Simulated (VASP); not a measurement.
# Pb8S7 (a cell with a defect) in VASP: single point with PBE+D3(BJ)

Aim: the single point of Pb8S7 (a cell with a defect) with PBE+D3(BJ).

Program: VASP 6.6.1. These are calculated values, not measurements. Logs are shortened: lines on timing, memory, paths and dates and some standing lists are left out, and cuts for length are marked.

## 1. The cell of the first run

The cell holds a defect, 15 atoms: a = 5.934 Å, b = 5.934 Å, c = 11.868 Å, α = 90.00°, β = 90.00°, γ = 90.00°.

## 2. Single point, PBE+D3(BJ) (atoms taken out, then relaxed in part)

The input, INCAR:

```
PREC = Accurate ; ENCUT = 520
EDIFF = 1E-7 ; ISMEAR = 0
SIGMA = 0.05 ; LREAL = Auto
LASPH = True ; NELM = 60
ALGO = Normal ; ISIF = 2
LWAVE = False ; LCHARG = False
GGA = PE ; IVDW = 12
NBANDS = 90
```

The input, KPOINTS:

```
regular mesh
0
Gamma
  4 4 2
```

The input, POSCAR:

```
Pb8S7
1.0
    0.0000000000     -5.9335688617      0.0000000000
    5.9335688214      0.0000000000      0.0000000000
    0.0000000000      0.0000000000     11.8682244643
Pb S
8 7
Direct
    0.2500000000      0.4648256489      0.1306712112
    0.7500000000     -0.0330633774      0.1170119801
    0.7500000000      0.3675659426      0.8770937491
    0.2500000000     -0.0632425226      0.8623822205
    0.7500000000      0.5330633774      0.3829880199
    0.2500000000      0.0351743511      0.3693287888
    0.2500000000      0.5632425226      0.6376177795
    0.7500000000      0.1324340574      0.6229062509
    0.2500000000      0.0981417194      0.6053258235
    0.2500000000      0.5732155392      0.3990305340
    0.7500000000      0.0105294826      0.3492890329
    0.2500000000      0.4018582806      0.8946741765
    0.7500000000     -0.2500000000      0.7500000000
    0.7500000000      0.4894705174      0.1507109671
    0.2500000000     -0.0732155392      0.1009694660
```

Potentials or basis: VASP PAW PBE potentials, release 64 (Pb_d, S).

The run is started by

```bash
cat potpaw_PBE.64/Pb_d/POTCAR potpaw_PBE.64/S/POTCAR > POTCAR
mpirun -np 1 vasp_std > vasp.out
```

OUTCAR:

```text
PREC = Accurate
   ENCUT = 520
   EDIFF = 1E-7
   ISMEAR = 0
   LREAL = Auto
   LASPH = True
   NELM = 60
   ISIF = 2
   GGA = PE
   IVDW = 12
 IVDW          = 12

 ion  position               nearest neighbor table
   1  0.250  0.465  0.131-  15 2.76  12 2.83  14 2.98  14 2.98  15 3.21  10 3.25   6 3.81
   2  0.750  0.967  0.117-  11 2.77  14 2.86  15 2.98  15 2.98  14 3.13   3 3.71   5 4.07
   3  0.750  0.368  0.877-  13 2.72  12 2.98  12 2.98   8 3.32  14 3.33   2 3.71   4 3.92   4 3.92

   4  0.250  0.937  0.862-  12 2.79  15 2.83  12 3.20   9 3.20  13 3.44  13 3.44   7 3.47   3 3.92
                             3 3.92
   5  0.750  0.533  0.383-  14 2.77  11 2.86  10 2.98  10 2.98  11 3.13   8 3.71   2 4.07
   6  0.250  0.035  0.369-  10 2.76   9 2.83  11 2.98  11 2.98  10 3.21  15 3.25   1 3.81
   7  0.250  0.563  0.638-   9 2.79  10 2.83   9 3.20  12 3.20  13 3.44  13 3.44   4 3.47   8 3.92
                             8 3.92
   8  0.750  0.132  0.623-  13 2.72   9 2.98   9 2.98   3 3.32  11 3.33   5 3.71   7 3.92   7 3.92

   9  0.250  0.098  0.605-   7 2.79   6 2.83   8 2.98   8 2.98   7 3.20   4 3.20
  10  0.250  0.573  0.399-   6 2.76   7 2.83   5 2.98   5 2.98   6 3.21   1 3.25
  11  0.750  0.011  0.349-   2 2.77   5 2.86   6 2.98   6 2.98   5 3.13   8 3.33
  12  0.250  0.402  0.895-   4 2.79   1 2.83   3 2.98   3 2.98   4 3.20   7 3.20
  13  0.750  0.750  0.750-   3 2.72   8 2.72   7 3.44   4 3.44   4 3.44   7 3.44
  14  0.750  0.489  0.151-   5 2.77   2 2.86   1 2.98   1 2.98   2 3.13   3 3.33
  15  0.250  0.927  0.101-   1 2.76   4 2.83   2 2.98   2 2.98   1 3.21   6 3.25

  LATTYP: Found a simple tetragonal cell.
 ALAT       =     5.9335688617
 C/A-ratio  =     2.0001831513

  Lattice vectors:

 A1 = (   0.0000000000,  -5.9335688617,   0.0000000000)
 A2 = (   5.9335688214,   0.0000000000,   0.0000000000)
 A3 = (   0.0000000000,   0.0000000000,  11.8682244643)

Analysis of symmetry for initial positions (statically):
=====================================================================
 Subroutine PRICEL returns:
 Original cell was already a primitive cell.

 Routine SETGRP: Setting up the symmetry group for a
 simple tetragonal supercell.

 Subroutine GETGRP returns: Found  4 space group operations
 (whereof  1 operations were pure point group operations)
 out of a pool of 16 trial point group operations.

The static configuration has the point symmetry C_1 .
 The point group associated with its full space group is C_2h.

Analysis of symmetry for dynamics (positions and initial velocities):
=====================================================================
 Subroutine PRICEL returns:
 Original cell was already a primitive cell.

 Routine SETGRP: Setting up the symmetry group for a
 simple tetragonal supercell.

 Subroutine GETGRP returns: Found  4 space group operations
 (whereof  1 operations were pure point group operations)
 out of a pool of 16 trial point group operations.

The dynamic configuration has the point symmetry C_1 .
 The point group associated with its full space group is C_2h.

 Subroutine INISYM returns: Found  4 space group operations
 (whereof  1 operations are pure point group operations),
 and found     1 'primitive' translations

----------------------------------------------------------------------------------------

                                     Primitive cell

  volume of cell :     417.8474

  direct lattice vectors                    reciprocal lattice vectors
     0.000000000 -5.933568862  0.000000000     0.000000000 -0.168532636  0.000000000
     5.933568821  0.000000000  0.000000000     0.168532637  0.000000000  0.000000000
     0.000000000  0.000000000 11.868224464     0.000000000  0.000000000  0.084258602

  length of vectors
     5.933568862  5.933568821 11.868224464     0.168532636  0.168532637  0.084258602

  position of ions in fractional coordinates (direct lattice)
     0.250000000  0.464825649  0.130671211
     0.750000000  0.966936623  0.117011980
     0.750000000  0.367565943  0.877093749
     0.250000000  0.936757477  0.862382221
     0.750000000  0.533063377  0.382988020
     0.250000000  0.035174351  0.369328789
     0.250000000  0.563242523  0.637617779
     0.750000000  0.132434057  0.622906251
     0.250000000  0.098141719  0.605325824
     0.250000000  0.573215539  0.399030534
     0.750000000  0.010529483  0.349289033
     0.250000000  0.401858281  0.894674176
     0.750000000  0.750000000  0.750000000
     0.750000000  0.489470517  0.150710967
     0.250000000  0.926784461  0.100969466

  ion indices of the primitive-cell ions
   primitive index   ion index
                 1           1
                 2           2
                 3           3
                 4           4
                 5           5
                 6           6
                 7           7
                 8           8
                 9           9
                10          10
                11          11
                12          12
                13          13
                14          14
                15          15

----------------------------------------------------------------------------------------

 KPOINTS: regular mesh

Automatic generation of k-mesh.
 Grid dimensions read from file:
 generate k-points for:    4    4    2

 Generating k-lattice:

  Cartesian coordinates                     Fractional coordinates (reciprocal lattice)
     0.000000000 -0.042133159  0.000000000     0.250000000  0.000000000  0.000000000
     0.042133159  0.000000000  0.000000000     0.000000000  0.250000000  0.000000000
     0.000000000  0.000000000  0.042129301     0.000000000  0.000000000  0.500000000

  Length of vectors
     0.042133159  0.042133159  0.042129301

  Shift w.r.t. Gamma in fractional coordinates (k-lattice)
     0.000000000  0.000000000  0.000000000

 Subroutine IBZKPT returns following result:
 ===========================================

 Found     18 irreducible k-points:

 Following reciprocal coordinates:
            Coordinates               Weight
  0.000000  0.000000  0.000000      1.000000
  0.250000  0.000000  0.000000      2.000000
  0.000000  0.250000  0.000000      2.000000
  0.500000  0.000000  0.000000      1.000000
  0.000000  0.500000  0.000000      1.000000
  0.250000  0.250000  0.000000      4.000000
[... 10 lines left out ...]
 -0.250000  0.500000  0.500000      2.000000
  0.500000  0.500000  0.500000      1.000000
   k-points           NKPTS =     18   k-points in BZ     NKDIM =     18   number of bands    NBANDS=     90
   number of dos      NEDOS =    301   number of ions     NIONS =     15
   total plane-waves  NPLWV = 207360
   dimension x,y,z NGX =    48 NGY =   48 NGZ =   90
   dimension x,y,z NGXF=    96 NGYF=   96 NGZF=  180
   ions per type =               8   7
   NGX,Y,Z   is equivalent  to a cutoff of  13.45, 13.45, 12.61 a.u.
   NGXF,Y,Z  is equivalent  to a cutoff of  26.90, 26.90, 25.21 a.u.
 SYSTEM =  unknown system
   PREC   = accura    normal or accurate (medium, high low for compatibility)
   ISTART =      0    job   : 0-new  1-cont  2-samecut
   ICHARG =      2    charge: 1-file 2-atom 10-const
   ISPIN  =      1    spin polarized calculation?
   LNONCOLLINEAR =      F non collinear calculations
   LSORBIT =      F    spin-orbit coupling
   LASPH  =      T    aspherical Exc in radial PAW
   ENCUT  =  520.0 eV  38.22 Ry    6.18 a.u.  11.03 11.03 22.07*2*pi/ulx,y,z
   NELM   =     60;   NELMIN=  2; NELMDL= -5     # of ELM steps
   EDIFF  = 0.1E-06   stopping-criterion for ELM
   LREAL  =      T    real-space projection
   EDIFFG = 0.1E-05   stopping-criterion for IOM
   NSW    =      0    number of steps for IOM
   IBRION =     -1    ionic relax: 0-MD 1-quasi-New 2-CG
   NFREE  =      0    steps in history (QN), initial steepest desc. (CG)
   ISIF   =      2    stress and relaxation
   ISYM   =      2    0-nonsym 1-usesym 2-fastsym
   POTIM  = 0.5000    time-step for ionic-motion
   TEBEG  =    0.0;   TEEND  =   0.0 temperature during run
   PSTRESS=    0.0 pullay stress
   NELECT =     154.0000    total number of electrons
   NUPDOWN=      -1.0000    fix difference up-down
   EMIN   =  10.00;   EMAX   =-10.00  energy-range for DOS
   EFERMI =   0.00;   METHOD = LEGACY
   ISMEAR =     0;   SIGMA  =   0.05  broadening in eV -4-tet -1-fermi 0-gaus
   EFERMI_NEDOS =   21; number of points for ismear=-14 and -15
   IALGO  =     38    algorithm
   IMIX   =      4    mixing-type and parameters
     AMIX     =   0.40;   BMIX     =  1.00
     AMIX_MAG =   1.60;   BMIX_MAG =  1.00
  volume/ion in A,a.u.               =      27.86       187.98
  Fermi-wavevector in a.u.,A,eV,Ry     =   1.173751  2.218067 18.744617  1.377690
  Thomas-Fermi vector in A             =   2.310159
   LORBIT       =      0    0 simple, 1 ext, 2 COOP (PROOUT), +10 PAW based schemes
   GGA     = PE    functional components
   LHFCALC =     F    Hartree Fock is set to
   AEXX    =    0.0000 exact exchange contribution
   IVDW    =    12    specifies the selected vdW correction
   LEPSILON=     F    determine dielectric tensor
   LRPA    =     F    only Hartree local field effects (RPA)
 non-spin polarized calculation
 Gauss-broadening in eV      SIGMA  =   0.05
  energy-cutoff  :      520.00
  volume of cell :      417.85
 maximum number of plane-waves:     11288
 NGX is ok and might be reduce to    48
   NGX = 23   NGY = 23   NGZ = 45

 number of electron     153.9999995 magnetization

 Free energy of the ion-electron system (eV)
  ---------------------------------------------------
  ext. energy  EPLUGINS =         0.00000000
  ---------------------------------------------------
  free energy    TOTEN  =       -62.78729568 eV

  energy without entropy =      -62.78648198  energy(sigma->0) =      -62.78688883

 E-fermi :   5.8902     XC(G=0):  -9.4541

 val. band max:        5.8205972352   @ k =   0.5000   0.5000   0.5000
 cond. band min:       5.9578721062   @ k =  -0.2500   0.5000   0.5000
 fundamental gap:      0.1372748710
 Fermi energy:         5.8901838122

 k-point     1 :       0.0000    0.0000    0.0000
  band No.  band energies     occupation
      1     -11.7935      2.00000
      2     -11.7676      2.00000
      3     -11.7364      2.00000
      4     -11.7311      2.00000
      5     -11.7209      2.00000
      6     -11.7185      2.00000
[... 81 lines left out ...]
     88       9.3939      0.00000
     89       9.5971      0.00000

 k-point     2 :       0.2500    0.0000    0.0000
  band No.  band energies     occupation
      1     -11.7909      2.00000
      2     -11.7627      2.00000
      3     -11.7366      2.00000
      4     -11.7297      2.00000
      5     -11.7197      2.00000
      6     -11.7178      2.00000
[... 1461 lines left out ...]
     88       8.4209      0.00000
     89       8.6116      0.00000

 k-point    18 :       0.5000    0.5000    0.5000
  band No.  band energies     occupation
      1     -11.7812      2.00000
      2     -11.7383      2.00000
      3     -11.7353      2.00000
      4     -11.7239      2.00000
      5     -11.7231      2.00000
      6     -11.7143      2.00000
[... 81 lines left out ...]
     88       7.6551      0.00000
     89       7.7619      0.00000
 [bands above 89 left out]

------------------------ aborting loop because EDIFF is reached ----------------------------------------

 Edisp (eV)   -5.01106

 E8    (eV) :    -2.2862

  FORCE on cell =-STRESS in cart. coord.  units (eV):
  Direction    XX          YY          ZZ          XY          YZ          ZX
  --------------------------------------------------------------------------------------
  -------------------------------------------------------------------------------------
  Total      -0.35829    -3.68487    -4.04649     0.00000     0.00000    -2.11230
  in kB      -1.37381   -14.12911   -15.51568     0.00000     0.00000    -8.09931
  external pressure =      -10.34 kB  Pullay stress =        0.00 kB

 VOLUME and BASIS-vectors are now :
 -----------------------------------------------------------------------------
  energy-cutoff  :      520.00
  volume of cell :      417.85
      direct lattice vectors                 reciprocal lattice vectors
     0.000000000 -5.933568862  0.000000000     0.000000000 -0.168532636  0.000000000
     5.933568821  0.000000000  0.000000000     0.168532637  0.000000000  0.000000000
     0.000000000  0.000000000 11.868224464     0.000000000  0.000000000  0.084258602

 POSITION                                       TOTAL-FORCE (eV/Angst)
 -----------------------------------------------------------------------------------
      2.75807     -1.48339      1.55084         0.001731     -0.000000      0.007952
      5.73738     -4.45018      1.38872         0.003137      0.000000      0.001679
      2.18098     -4.45018     10.40955         0.004395      0.000000      0.016025
      5.55831     -1.48339     10.23495         0.005559      0.000000     -0.003907
      3.16297     -4.45018      4.54539        -0.003137      0.000000     -0.001679
      0.20871     -1.48339      4.38328        -0.001731      0.000000     -0.007952
      3.34204     -1.48339      7.56739        -0.005559      0.000000      0.003907
      0.78581     -4.45018      7.39279        -0.004395      0.000000     -0.016025
      0.58233     -1.48339      7.18414         0.004170      0.000000      0.007417
      3.40121     -1.48339      4.73578        -0.003510      0.000000      0.002438
      0.06248     -4.45018      4.14544         0.002066      0.000000      0.002139
      2.38445     -1.48339     10.61819        -0.004170      0.000000     -0.007417
      4.45018     -4.45018      8.90117        -0.000000      0.000000      0.000000
      2.90431     -4.45018      1.78867        -0.002066      0.000000     -0.002139
      5.49914     -1.48339      1.19833         0.003510      0.000000     -0.002438
 -----------------------------------------------------------------------------------
    total drift:                               -0.000000     -0.000000      0.000000

  FREE ENERGIE OF THE ION-ELECTRON SYSTEM (eV)
  ---------------------------------------------------
  free  energy   TOTEN  =       -67.7983520900 eV

  energy  without entropy=      -67.7975383954  energy(sigma->0) =      -67.79794524
```

It took 30 min on 1 thread of Intel Xeon 8259CL, shared host; peak memory 0.72 GiB.

What came out:

```yaml
Free_energy: -67.7984 eV
Pressure: -1.0 GPa
Largest_force: 0.017 eV/Å
Band_gap_on_the_k_mesh: zero (bands 77 and 78 overlap by 0.45 eV)
Dispersion_energy_per_atom: -0.334 eV
```

Forces on the atoms (eV/Å):
```
Pb   0.002  0.000  0.008
Pb   0.003  0.000  0.002
Pb   0.004  0.000  0.016
Pb   0.006  0.000 -0.004
Pb  -0.003  0.000 -0.002
Pb  -0.002  0.000 -0.008
Pb  -0.006  0.000  0.004
Pb  -0.004  0.000 -0.016
S    0.004  0.000  0.007
S   -0.004  0.000  0.002
S    0.002  0.000  0.002
S   -0.004  0.000 -0.007
S    0.000  0.000  0.000
S   -0.002  0.000 -0.002
S    0.004  0.000 -0.002
```

Caveat: the cell differs from its parent crystal (atoms taken out, then relaxed in part); spin-orbit coupling is left out, which moves the levels of the heavy elements.

The gap in the log of VASP goes by the Fermi energy; the results here count the filled bands.